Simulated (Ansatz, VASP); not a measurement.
**Si in VASP and in Ansatz**

```
CELL_PARAMETERS angstrom
-3.37445 3.37445 3.24150
3.37445 -3.37445 3.24150
3.37445 3.37445 -3.24150
ATOMIC_POSITIONS crystal
Si 0.20285 0.20285 0.20285
Si 0.50000 0.00000 0.29715
Si 0.29715 0.50000 0.00000
Si 0.00000 0.29715 0.50000
Si 0.79715 0.79715 0.79715
Si 0.50000 0.00000 0.70285
Si 0.70285 0.50000 0.00000
Si 0.00000 0.70285 0.50000
```

Alike in both runs: task single point; functional PBE; k mesh 10 × 10 × 10; occupations gaussian, width 0.15 eV; no spin polarisation.

|  | VASP | Ansatz |
| --- | --- | --- |
| version | VASP 6.6.1 | Ansatz 0.2.0 |
| potentials or method | VASP PAW PBE potentials, release 64 (Si), cutoff 520 eV | scalar-relativistic, plane waves, PAW |
| valence electrons in the cell | 32 | 32 |

|  | VASP | Ansatz | Ansatz less VASP |
| --- | --- | --- | --- |
| gap on the k mesh at the Fermi level (eV) | none | none | - |
| pressure (GPa) | 0.0 | 0.0 | +0.07 |
| traceless stress, the component that is largest in VASP (GPa) | 3.86 | 3.86 | -0.006 |
| rms of the force components (eV/Å) | 0.132 | 0.132 | +0.0004 |

Atom by atom the forces differ by 0.001 eV/Å (rms over components). A gap of «none» marks a metal or a gap that the smearing closes. The functional is the same, so the differences come from potentials, cutoffs and numerics.
